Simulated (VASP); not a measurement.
# AlCu in VASP: notebook

The runs below take AlCu through single point, with PBE.

Everything below comes from runs of VASP 6.6.1. Logs are shortened: lines on timing, memory, paths and dates and some standing lists are left out, and cuts for length are marked.

## Step 1: The cell of the first run

The cell holds a sheet with vacuum, 2 atoms: a = 2.605 Å, b = 2.605 Å, c = 26.752 Å, α = 90.00°, β = 90.00°, γ = 120.00°.

The cell was built from a structure type or drawn by symmetry, and may not be a known phase.

## Step 2: Single point, PBE

File INCAR:

```
  PREC = Accurate
  ENCUT = 520
  EDIFF = 1E-6
  ISMEAR = 0
  SIGMA = 0.1
  LREAL = False
  LASPH = True
  NELM = 60
  ALGO = Normal
  ISIF = 2
  LWAVE = False
  LCHARG = False
  LDIPOL = True
  IDIPOL = 3
  DIPOL = 0.5 0.5 0.299
  GGA = PE
  NBANDS = 14
```

File KPOINTS:

```
Automatic mesh
0
Gamma
  6 6 1
```

File POSCAR:

```
AlCu
1.0
    2.6048298844      0.0000000000      0.0000000000
   -1.3024149422      2.2558488524      0.0000000000
    0.0000000000      0.0000000000     26.7522419200
Al Cu
1 1
Direct
    0.0000000000      0.0000000000      0.2518625165
    0.0000000000      0.0000000000      0.3462181994
```

Potentials or basis: VASP PAW PBE potentials, release 64 (Al, Cu).

Run with:

```
$ cat potpaw_PBE.64/Al/POTCAR potpaw_PBE.64/Cu/POTCAR > POTCAR
$ mpirun -np 1 vasp_std > vasp.out
```

OUTCAR:

```text
PREC = Accurate
   ENCUT = 520
   EDIFF = 1E-6
   ISMEAR = 0
   LREAL = False
   LASPH = True
   NELM = 60
   ISIF = 2
   GGA = PE

 ion  position               nearest neighbor table
   1  0.000  0.000  0.252-   2 2.52
   2  0.000  0.000  0.346-   1 2.52

  LATTYP: Found a hexagonal cell.
 ALAT       =     2.6048298844
 C/A-ratio  =    10.2702453163

  Lattice vectors:

 A1 = (   2.6048298844,   0.0000000000,   0.0000000000)
 A2 = (  -1.3024149422,   2.2558488524,   0.0000000000)
 A3 = (   0.0000000000,   0.0000000000,  26.7522419200)

Analysis of symmetry for initial positions (statically):
=====================================================================
 Subroutine PRICEL returns:
 Original cell was already a primitive cell.

 Routine SETGRP: Setting up the symmetry group for a
 hexagonal supercell.

 Subroutine GETGRP returns: Found 12 space group operations
 (whereof 12 operations were pure point group operations)
 out of a pool of 24 trial point group operations.

The static configuration has the point symmetry C_6v.

Analysis of symmetry for dynamics (positions and initial velocities):
=====================================================================
 Subroutine PRICEL returns:
 Original cell was already a primitive cell.

 Routine SETGRP: Setting up the symmetry group for a
 hexagonal supercell.

 Subroutine GETGRP returns: Found 12 space group operations
 (whereof 12 operations were pure point group operations)
 out of a pool of 24 trial point group operations.

The dynamic configuration has the point symmetry C_6v.

 Subroutine INISYM returns: Found 12 space group operations
 (whereof 12 operations are pure point group operations),
 and found     1 'primitive' translations

----------------------------------------------------------------------------------------

                                     Primitive cell

  volume of cell :     157.1989

  direct lattice vectors                    reciprocal lattice vectors
     2.604829884  0.000000000  0.000000000     0.383902229  0.221646056  0.000000000
    -1.302414942  2.255848852  0.000000000     0.000000000  0.443292111  0.000000000
     0.000000000  0.000000000 26.752241920     0.000000000  0.000000000  0.037380045

  length of vectors
     2.604829884  2.604829884 26.752241920     0.443292111  0.443292111  0.037380045

  position of ions in fractional coordinates (direct lattice)
     0.000000000  0.000000000  0.251862516
     0.000000000  0.000000000  0.346218199

  ion indices of the primitive-cell ions
   primitive index   ion index
                 1           1
                 2           2

----------------------------------------------------------------------------------------

 KPOINTS: Automatic mesh

Automatic generation of k-mesh.
 Grid dimensions read from file:
 generate k-points for:    6    6    1

 Generating k-lattice:

  Cartesian coordinates                     Fractional coordinates (reciprocal lattice)
     0.063983705  0.036941009  0.000000000     0.166666667  0.000000000  0.000000000
     0.000000000  0.073882019  0.000000000     0.000000000  0.166666667  0.000000000
     0.000000000  0.000000000  0.037380045     0.000000000  0.000000000  1.000000000

  Length of vectors
     0.073882019  0.073882019  0.037380045

  Shift w.r.t. Gamma in fractional coordinates (k-lattice)
     0.000000000  0.000000000  0.000000000

 Subroutine IBZKPT returns following result:
 ===========================================

 Found      7 irreducible k-points:

 Following reciprocal coordinates:
            Coordinates               Weight
  0.000000  0.000000  0.000000      1.000000
  0.166667 -0.000000  0.000000      6.000000
  0.333333 -0.000000  0.000000      6.000000
  0.500000 -0.000000  0.000000      3.000000
  0.166667  0.166667  0.000000      6.000000
  0.333333  0.166667  0.000000     12.000000
  0.333333  0.333333  0.000000      2.000000
   k-points           NKPTS =      7   k-points in BZ     NKDIM =      7   number of bands    NBANDS=     14
   number of dos      NEDOS =    301   number of ions     NIONS =      2
   total plane-waves  NPLWV =  80000
   dimension x,y,z NGX =    20 NGY =   20 NGZ =  200
   dimension x,y,z NGXF=    40 NGYF=   40 NGZF=  400
   ions per type =               1   1
   NGX,Y,Z   is equivalent  to a cutoff of  12.76, 12.76, 12.43 a.u.
   NGXF,Y,Z  is equivalent  to a cutoff of  25.53, 25.53, 24.86 a.u.
 SYSTEM =  unknown system
   PREC   = accura    normal or accurate (medium, high low for compatibility)
   ISTART =      0    job   : 0-new  1-cont  2-samecut
   ICHARG =      2    charge: 1-file 2-atom 10-const
   ISPIN  =      1    spin polarized calculation?
   LNONCOLLINEAR =      F non collinear calculations
   LSORBIT =      F    spin-orbit coupling
   LASPH  =      T    aspherical Exc in radial PAW
   ENCUT  =  520.0 eV  38.22 Ry    6.18 a.u.   4.84  4.84 49.74*2*pi/ulx,y,z
   NELM   =     60;   NELMIN=  2; NELMDL= -5     # of ELM steps
[... 62 lines left out ...]
      1     -11.9180      2.00000
      2      -8.1885      2.00000
      3      -5.6428      2.00000
      4      -4.8087      2.00000
      5      -4.8087      2.00000
      6      -4.0971      2.00000
      7      -4.0971      2.00000
      8      -3.6116      2.00000
      9      -0.0531      0.00000
     10       1.7069      0.00000
     11       2.2037      0.00000
     12       2.5507      0.00000
     13       3.3547      0.00000
     14       3.5038      0.00000

 k-point     2 :       0.1667   -0.0000    0.0000
  band No.  band energies     occupation
      1     -11.1223      2.00000
      2      -7.3500      2.00000
      3      -5.3570      2.00000
      4      -4.9560      2.00000
      5      -4.5770      2.00000
      6      -4.5448      2.00000
      7      -4.1495      2.00000
      8      -2.7117      2.00000
      9       0.7951      0.00000
     10       2.5070      0.00000
     11       3.0088      0.00000
     12       3.3706      0.00000
     13       4.1718      0.00000
     14       4.3037      0.00000

 k-point     3 :       0.3333   -0.0000    0.0000
  band No.  band energies     occupation
      1      -8.8130      2.00000
      2      -5.9566      2.00000
      3      -5.1082      2.00000
      4      -4.7266      2.00000
      5      -4.2542      2.00000
      6      -4.1730      2.00000
      7      -3.9729      2.00000
      8      -0.5554      0.00000
      9       0.5564      0.00000
     10       3.4424      0.00000
     11       4.8944      0.00000
     12       5.4028      0.00000
     13       5.7894      0.00000
     14       6.0017      0.00000

 k-point     4 :       0.5000   -0.0000    0.0000
  band No.  band energies     occupation
      1      -6.1078      2.00000
      2      -5.9786      2.00000
      3      -5.1079      2.00000
      4      -4.6760      2.00000
      5      -4.3059      2.00000
      6      -3.6607      2.00000
      7      -3.3616      2.00000
      8      -1.0085      0.00000
      9       0.6824      0.00000
     10       3.4326      0.00000
     11       3.6528      0.00000
     12       6.4575      0.00000
     13       8.0357      0.00000
     14       8.3620      0.00000

 k-point     5 :       0.1667    0.1667    0.0000
  band No.  band energies     occupation
      1      -9.5662      2.00000
      2      -5.9132      2.00000
      3      -5.2122      2.00000
      4      -5.0285      2.00000
      5      -4.7790      2.00000
      6      -4.2952      2.00000
      7      -3.8893      2.00000
      8      -1.2438      0.00000
      9       2.2580      0.00000
     10       3.5453      0.00000
     11       4.0924      0.00000
     12       4.6193      0.00000
     13       4.8229      0.00000
     14       5.4675      0.00000

 k-point     6 :       0.3333    0.1667    0.0000
  band No.  band energies     occupation
      1      -6.7208      2.00000
      2      -5.6118      2.00000
      3      -5.0490      2.00000
      4      -4.6423      2.00000
      5      -4.4938      2.00000
      6      -4.2433      2.00000
      7      -1.6076      0.83061
      8      -1.4108      0.00272
      9       1.5752      0.00000
     10       2.7806      0.00000
     11       3.8796      0.00000
     12       5.8677      0.00000
     13       6.8798      0.00000
     14       7.4325      0.00000

 k-point     7 :       0.3333    0.3333    0.0000
  band No.  band energies     occupation
      1      -5.1968      2.00000
      2      -5.1968      2.00000
      3      -4.9177      2.00000
      4      -4.9177      2.00000
      5      -4.7050      2.00000
      6      -2.8601      2.00000
      7      -2.8601      2.00000
      8      -0.7104      0.00000
      9       2.5827      0.00000
     10       2.5882      0.00000
     11       2.5882      0.00000
     12       5.5805      0.00000
     13       6.1179      0.00000
     14       6.1179      0.00000

------------------------ aborting loop because EDIFF is reached ----------------------------------------

 vacuum level on the upper side and lower side of the slab       (xc-potential included)         0.418        -0.506

  FORCE on cell =-STRESS in cart. coord.  units (eV):
  Direction    XX          YY          ZZ          XY          YZ          ZX
  --------------------------------------------------------------------------------------
  -------------------------------------------------------------------------------------
  Total        0.0249364      0.0249364      0.0353080      0.0000000      0.0000000     -0.0000000
  in kB        0.2541531      0.2541531      0.3598605      0.0000000      0.0000000     -0.0000000
  external PRESSURE =       0.2893889 kB  Pullay stress =       0.0000000 kB

 VOLUME and BASIS-vectors are now :
 -----------------------------------------------------------------------------
  energy-cutoff  :      520.00
  volume of cell :      157.20
      direct lattice vectors                 reciprocal lattice vectors
     2.604829884  0.000000000  0.000000000     0.383902229  0.221646056  0.000000000
    -1.302414942  2.255848852  0.000000000     0.000000000  0.443292111  0.000000000
     0.000000000  0.000000000 26.752241920     0.000000000  0.000000000  0.037380045

 POSITION                                       TOTAL-FORCE (eV/Angst)
 -----------------------------------------------------------------------------------
      0.00000      0.00000      6.73789        -0.000000     -0.000000     -0.019149
      0.00000      0.00000      9.26211         0.000000      0.000000      0.019149
 -----------------------------------------------------------------------------------
    total drift:                                0.000000      0.000000     -0.000084

  FREE ENERGIE OF THE ION-ELECTRON SYSTEM (eV)
  ---------------------------------------------------
  free  energy   TOTEN  =        -6.3419003877 eV

  energy  without entropy=       -6.3233088243  energy(sigma->0) =       -6.33260461

 vacuum level on the upper side and lower side of the slab         2.583         1.682
```

It took 32 s on 1 thread of Intel Xeon 8259CL, shared host; peak memory 0.25 GiB.

Results:

| Item | Value |
| --- | --- |
| Free energy | -6.3419 eV |
| Largest force | 0.019 eV/Å |
| Band gap on the k mesh | zero (bands 7 and 8 overlap by 2.00 eV) |

Forces on the atoms (eV/Å):
```
Al   0.000  0.000 -0.019
Cu   0.000  0.000  0.019
```

Levels at points of the mesh, in eV from the Fermi level:
```csv
k point,band 3,band 4,band 5,band 6,band 7,band 8,band 9,band 10,band 11,band 12
"(0.00, 0.00, 0.00)",-4.02,-3.19,-3.19,-2.47,-2.47,-1.99,1.57,3.33,3.83,4.17
"(0.50, 0.00, 0.00)",-3.49,-3.05,-2.68,-2.04,-1.74,0.61,2.31,5.06,5.28,8.08
```

Caveat: the k points lie up to 0.46 Å⁻¹ apart, too coarse for converged energies and pressures of a metal.

## Step 3: Single point, PBE

This run uses another cell than the first one.

File INCAR:

```
SYSTEM = AlCu
ALGO = Normal
DIPOL = 0.5 0.5 0.500
EDIFF = 1E-7
ENCUT = 520
GGA = PE
IDIPOL = 3
ISIF = 2
ISMEAR = 0
LASPH = .TRUE.
LCHARG = .TRUE.
LDIPOL = .TRUE.
LELF = .TRUE.
LREAL = .FALSE.
LVACPOTAV = .TRUE.
LVHAR = .TRUE.
LWAVE = .FALSE.
NBANDS = 14
NELM = 100
PREC = Accurate
SIGMA = 0.1
```

File KPOINTS:

```
k-points
0
G
  6 6 1
  0 0 0
```

File POSCAR:

```
AlCu
1.0
    3.9716700000      0.0000000000      0.0000000000
   -1.9858350000      3.4395670000      0.0000000000
    0.0000000000      0.0000000000     16.0000000000
Al Cu
1 1
Direct
    0.0000000000      0.0000000000      0.4538712200
    0.0000000000      0.0000000000      0.5461287800
```

Potentials or basis: VASP PAW PBE potentials, release 64 (Al, Cu).

Run with:

```
$ cat potpaw_PBE.64/Al/POTCAR potpaw_PBE.64/Cu/POTCAR > POTCAR
$ mpirun -np 1 vasp_std > vasp.out
```

Run time: 50 s. Hardware: 1 thread of Intel Xeon 8259CL, shared host; peak memory 0.31 GiB.

The run converged. Its results:

```
Free energy            : 3.4962 eV
Largest force          : 28.119 eV/Å
Band gap on the k mesh : zero (filled and empty bands touch)
```

Forces on the atoms (eV/Å):
```
Al    0.000   0.000 -28.119
Cu    0.000   0.000  28.119
```

Levels at points of the mesh, in eV from the Fermi level:
| k point | band 5 | band 6 | band 7 | band 8 | band 9 | band 10 |
| --- | --- | --- | --- | --- | --- | --- |
| (0.00, 0.00, 0.00) | -3.91 | -3.91 | -1.49 | 1.90 | 4.05 | 4.20 |
| (0.50, 0.00, 0.00) | -3.79 | -3.57 | -0.97 | 0.51 | 2.84 | 2.95 |

Caveat: atoms lie so close that the PAW spheres overlap strongly, which falsifies energies and pressures.

## Step 4: Single point, PBE

This run uses another cell than the first one.

File INCAR:

```
PREC = Accurate
ENCUT = 520
EDIFF = 1E-6
ISMEAR = 0
SIGMA = 0.1
LREAL = False
LASPH = True
NELM = 100
ALGO = Normal
ISIF = 2
LWAVE = False
LCHARG = False
LDIPOL = True
IDIPOL = 3
DIPOL = 0.5 0.5 0.277
GGA = PE
NBANDS = 14
```

File KPOINTS:

```
regular mesh
0
Gamma
  24 24 1
```

File POSCAR:

```
AlCu
1.0
    2.6184879506      0.0000000000      0.0000000000
   -1.3092439753      2.2676770847      0.0000000000
    0.0000000000      0.0000000000     28.8484521109
Al Cu
1 1
Direct
    0.0000000000      0.0000000000      0.2341568798
    0.0000000000      0.0000000000      0.3204655983
```

Run with:

```
$ cat potpaw_PBE.64/Al/POTCAR potpaw_PBE.64/Cu/POTCAR > POTCAR
$ mpirun -np 1 vasp_std > vasp.out
```

It took 4.6 min on 1 thread of Intel Xeon 8259CL, shared host; peak memory 0.36 GiB.

Results (log left out):

- Free energy: -6.4588 eV
- Largest force: 0.019 eV/Å
- Band gap on the k mesh: zero (bands 7 and 8 overlap by 2.39 eV)

Forces in eV/Å, atoms in the order of the input:
```
Al   0.000  0.000 -0.019
Cu   0.000  0.000  0.019
```

Levels at points of the mesh, in eV from the Fermi level:
```
           k point  band 4  band 5  band 6  band 7  band 8  band 9  band 10  band 11
(0.00, 0.00, 0.00)   -2.51   -2.51   -1.87   -1.87   -1.34    2.24     3.91     4.31
(0.50, 0.00, 0.00)   -2.40   -2.08   -1.39   -1.13    1.26    2.87     5.61     5.95
```

## Step 5: Single point, PBE

This run uses another cell than the first one.

File INCAR:

```
SYSTEM = AlCu
  PREC = Accurate
  ENCUT = 520
  EDIFF = 1E-6
  ISMEAR = 0
  SIGMA = 0.1
  LREAL = .FALSE.
  LASPH = .TRUE.
  NELM = 100
  ALGO = Normal
  ISIF = 2
  LWAVE = .FALSE.
  LCHARG = .FALSE.
  LDIPOL = .TRUE.
  IDIPOL = 3
  DIPOL = 0.5 0.5 0.277
  GGA = PE
  NBANDS = 14
```

File KPOINTS:

```
regular mesh
0
G
  24 24 1
  0 0 0
```

POSCAR is that of step 4.

Run with:

```
$ cat potpaw_PBE.64/Al/POTCAR potpaw_PBE.64/Cu/POTCAR > POTCAR
$ mpirun -np 1 vasp_std > vasp.out
```

It took 4.8 min on 1 thread of Intel Xeon 8259CL, shared host; peak memory 0.36 GiB.

Results (log left out):

```
Free energy            : -6.4588 eV
Largest force          : 0.019 eV/Å
Band gap on the k mesh : zero (bands 7 and 8 overlap by 2.39 eV)
```

Forces on the atoms (eV/Å):
```
Al   0.000  0.000 -0.019
Cu   0.000  0.000  0.019
```

Levels at points of the mesh, in eV from the Fermi level:
| k point | band 4 | band 5 | band 6 | band 7 | band 8 | band 9 | band 10 | band 11 |
| --- | --- | --- | --- | --- | --- | --- | --- | --- |
| (0.00, 0.00, 0.00) | -2.51 | -2.51 | -1.87 | -1.87 | -1.34 | 2.24 | 3.91 | 4.31 |
| (0.50, 0.00, 0.00) | -2.40 | -2.08 | -1.39 | -1.13 | 1.26 | 2.87 | 5.61 | 5.95 |

## Step 6: Single point, PBE

File INCAR:

```
PREC = Accurate ; ENCUT = 520
EDIFF = 1E-6 ; ISMEAR = 0
SIGMA = 0.1 ; LREAL = F
LASPH = T ; NELM = 100
ALGO = Normal ; ISIF = 2
LWAVE = F ; LCHARG = F
LDIPOL = T ; IDIPOL = 3
DIPOL = 0.5 0.5 0.299 ; GGA = PE
NBANDS = 14
```

File KPOINTS:

```
regular mesh
0
Gamma
  24 24 1
```

File POSCAR:

```
AlCu
1.0
    2.6048298844      0.0000000000      0.0000000000
   -1.3024149422      2.2558488524      0.0000000000
    0.0000000000      0.0000000000     26.7522419200
Al Cu
1 1
Direct
    0.0000000000      0.0000000000      0.2518625165
    0.0000000000      0.0000000000      0.3462181994
```

Potentials or basis: VASP PAW PBE potentials, release 64 (Al, Cu).

Run with:

```
$ cat potpaw_PBE.64/Al/POTCAR potpaw_PBE.64/Cu/POTCAR > POTCAR
$ mpirun -np 1 vasp_std > vasp.out
```

It took 4.2 min on 1 thread of Intel Xeon 8259CL, shared host; peak memory 0.34 GiB.

The run converged. Its results:

```
Free energy            : -6.4561 eV
Largest force          : 0.066 eV/Å
Band gap on the k mesh : zero (bands 7 and 8 overlap by 2.44 eV)
```

Forces on the atoms (eV/Å):
```
Al   0.000  0.000  0.066
Cu   0.000  0.000 -0.066
```

Levels at points of the mesh, in eV from the Fermi level:
| k point | band 3 | band 4 | band 5 | band 6 | band 7 | band 8 | band 9 | band 10 | band 11 | band 12 |
| --- | --- | --- | --- | --- | --- | --- | --- | --- | --- | --- |
| (0.00, 0.00, 0.00) | -3.40 | -2.51 | -2.51 | -1.84 | -1.84 | -1.38 | 2.17 | 3.89 | 4.37 | 4.70 |
| (0.50, 0.00, 0.00) | -2.87 | -2.43 | -2.05 | -1.36 | -1.12 | 1.26 | 2.93 | 5.67 | 5.89 | 8.68 |

## Step 7: The runs side by side

| cell | k mesh | gap on the mesh (eV) | largest force (eV/Å) |
| --- | --- | --- | --- |
| a = 2.605, b = 2.605, c = 26.752 Å, angles 90.0, 90.0, 120.0°, 2 atoms, atomic positions A | 6 × 6 × 1 | none | 0.02 |
| a = 3.972, b = 3.972, c = 16.000 Å, angles 90.0, 90.0, 120.0°, 2 atoms, atomic positions B | 6 × 6 × 1 | none | 28.12 |
| a = 2.618, b = 2.618, c = 28.848 Å, angles 90.0, 90.0, 120.0°, 2 atoms, atomic positions C | 24 × 24 × 1 | none | 0.02 |
| a = 2.605, b = 2.605, c = 26.752 Å, angles 90.0, 90.0, 120.0°, 2 atoms, atomic positions A | 24 × 24 × 1 | none | 0.07 |

Alike in all rows: task single point; level PBE; potentials or basis VASP PAW PBE potentials, release 64 (Al, Cu); no spin polarisation; cutoff (eV) 520; smearing gaussian 0.1 eV.

Caveats: some runs use coarse meshes; atoms lie so close that the PAW spheres overlap strongly, which falsifies energies and pressures (at least some runs).

Absolute energies hang on the potentials; compare differences alone.
